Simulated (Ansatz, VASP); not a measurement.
## Ga in VASP and in Ansatz

The input INCAR:

```
SYSTEM = Ga
  ALGO = Normal
  EDIFF = 1E-6
  ENCUT = 520
  GGA = PE
  ISIF = 2
  ISMEAR = -1
  LASPH = .TRUE.
  LCHARG = .FALSE.
  LREAL = .FALSE.
  LWAVE = .FALSE.
  NBANDS = 12
  NELM = 100
  PREC = Accurate
  SIGMA = 0.05
```

KPOINTS

```
k-points
0
G
  17 17 15
  0 0 0
```

Contents of POSCAR:

```
Ga
1.0
    2.3349176698      0.0000000000      0.0000000000
   -1.1674588349      2.0220980178      0.0000000000
    0.0000000000      0.0000000000      2.2573550916
Ga
1
Direct
    0.0000000000      0.0000000000      0.0000000000
```

Input for Ansatz:

```yaml
crystal:
  lattice:
    - [2.3349176698, 0.0, 0.0]
    - [-1.1674588349, 2.0220980178, 0.0]
    - [0.0, 0.0, 2.2573550916]
  atoms:
    - { symbol: Ga, position: [0.0, 0.0, 0.0] }
kpoints:
  mp_grid: { grid: [17, 17, 15] }
  band_path:
    path:
      - [0.0, 0.0, 0.0]
      - [0.5, 0.0, 0.0]
      - [0.3333333333, 0.3333333333, 0.0]
      - [0.0, 0.0, 0.0]
      - [0.0, 0.0, 0.5]
      - [0.5, 0.0, 0.5]
      - [0.3333333333, 0.3333333333, 0.5]
      - [0.0, 0.0, 0.5]
      - [0.5, 0.0, 0.5]
    npoints: 8
scf:
  occupations: { method: fermi_dirac, width: 0.05 }
hamiltonian:
  xc: pbe
  pseudopotentials: { kind: all_electron, lapw: { basis_error: 0.001 } }
output:
  forces: true
  stress: true
  eigenvalues: true
  populations: true
  dos: { projected: true, de: 0.2, e_range: [-14, 8] }
```

Change from the starting cell: volume scaled by 0.55, LAPW.

Alike in both runs: task single point; functional PBE; k mesh 17 × 17 × 15; occupations fermi-dirac, width 0.05 eV; no spin polarisation.

|  | VASP | Ansatz |
| --- | --- | --- |
| version | VASP 6.6.1 | Ansatz 0.2.0 |
| potentials or method | VASP PAW PBE potentials, release 64 (Ga_d), cutoff 520 eV | all-electron LAPW, scalar-relativistic |

VASP gave:

- pressure (GPa): 129.0
- traceless stress, the component that is largest in VASP (GPa): 0.08

Q: Which values does Ansatz return?

A: Pressure (GPa): 128.2; traceless stress, the component that is largest in VASP (GPa): 0.10.

Both programs put the cell under a high pressure, so it lies far from rest at this level. Ansatz ran all-electron here, and VASP with PAW potentials.

Noted on VASP's run: the cell as given lies far from equilibrium.
